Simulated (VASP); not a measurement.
## Ru: single point with PBEsol

Ru:

```
Ru
1.0
     2.66094    0.00000    0.00000
    -1.33047    2.30444    0.00000
     0.00000    0.00000    4.41423
Ru
2
Direct
  0.33333 0.66667 0.25000
  0.66667 0.33333 0.75000
```

This cell differs from its parent crystal: volume 13.534 Å^3 an atom, c/a of the conventional cell 1.6589.

```json
{
 "Program": "VASP 6.6.1",
 "Task": "single point",
 "Functional": "PBEsol",
 "Potentials or basis": "VASP PAW PBE potentials, release 64 (Ru_pv)",
 "Cutoff": "520 eV",
 "k mesh": "21 × 21 × 12",
 "Occupations": "gaussian, width 0.15 eV",
 "Spin": "no spin polarisation"
}
```

```json
{"Pressure": "-5.0 GPa", "Band gap on the k mesh": "zero (band 14 reaches 14.47 eV, above the bottom of band 15 at 11.26 eV)"}
```

Stress tensor (GPa, compression positive):
```
  2.76   0.00   0.00
  0.00   2.76   0.00
  0.00   0.00 -20.63
```

Levels at points of the mesh, in eV from the Fermi level:
```
           k point  band 12  band 13  band 14  band 15  band 16  band 17
(0.00, 0.00, 0.00)    -2.00    -2.00    -1.04    -1.04     0.71     1.21
(0.00, 0.00, 0.50)    -2.65    -2.65    -2.65     0.54     0.54     0.54
```

It took 2.5 min on 1 thread of AMD EPYC 7R43 64-Core Processor (Zen 3), with other jobs on the host, peak memory 0.22 GiB.

Caveat: the PAW data sets were made with another functional, which shifts forces and pressure a little.
